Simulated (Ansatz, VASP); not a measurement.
## Si in VASP and in Ansatz

Contents of INCAR:

```
SYSTEM = Si
PREC     = Accurate       ! precision mode
ENCUT    = 520            ! plane-wave cutoff, eV
EDIFF    = 1E-6           ! SCF threshold, eV
ISMEAR   = -1             ! smearing method
SIGMA    = 0.1            ! smearing width, eV
LREAL    = .False.        ! projectors in reciprocal space
LASPH    = .True.         ! aspherical terms in the spheres
NELM     = 100            ! most SCF steps
ALGO     = Normal         ! electronic algorithm
ISIF     = 2              ! what is computed and relaxed
LWAVE    = .False.        ! write WAVECAR
LCHARG   = .True.         ! write CHGCAR
GGA      = PE             ! functional
LELF     = .True.         ! ELF
LVHAR    = .True.       
NBANDS   = 8              ! bands
```

Contents of KPOINTS:

```
regular mesh
0
Gamma
  16 16 16
  0 0 0
```

POSCAR

```
Si
1.0
   -1.5994019826      1.5994019826      1.5994019826
    1.5994019826     -1.5994019826      1.5994019826
    1.5994019826      1.5994019826     -1.5994019826
Si
1
Direct
    0.0000000000      0.0000000000      0.0000000000
```

Input for Ansatz:

```yaml
crystal:
  lattice:
    - [-1.5994019826, 1.5994019826, 1.5994019826]
    - [1.5994019826, -1.5994019826, 1.5994019826]
    - [1.5994019826, 1.5994019826, -1.5994019826]
  atoms:
    - { symbol: Si, position: [0.0, 0.0, 0.0] }
hamiltonian:
  xc: pbe
  pseudopotentials:
    kind: paw
    azcp:
      Si: "pseudopotentials/Si.paw.azcp"
basis:
  ecutwfc: 420
  fft_grid_basis: typed
kpoints:
  mp_grid: { grid: [16, 16, 16], shift: [0, 0, 0] }
magnetization:
  spin_polarized: false
scf:
  occupations: { method: fermi_dirac, width: 0.1 }
  lower_state_search: "off"
output:
  stress: true
  write_density: true
  write_potential: true
  elf: true
  volumetric_format: npy
```

Alike in both runs: task single point; functional PBE; k mesh 16 × 16 × 16; occupations fermi-dirac, width 0.1 eV; no spin polarisation.

```csv
,VASP,Ansatz
version,VASP 6.6.1,Ansatz 0.2.0
potentials or method,"VASP PAW PBE potentials, release 64 (Si), cutoff 520 eV","plane waves (420 eV) with PAW, scalar-relativistic"
valence electrons in the cell,4,4
```

|  | VASP | Ansatz | Ansatz less VASP |
| --- | --- | --- | --- |
| pressure (GPa) | -8.2 | -8.2 | +0.01 |
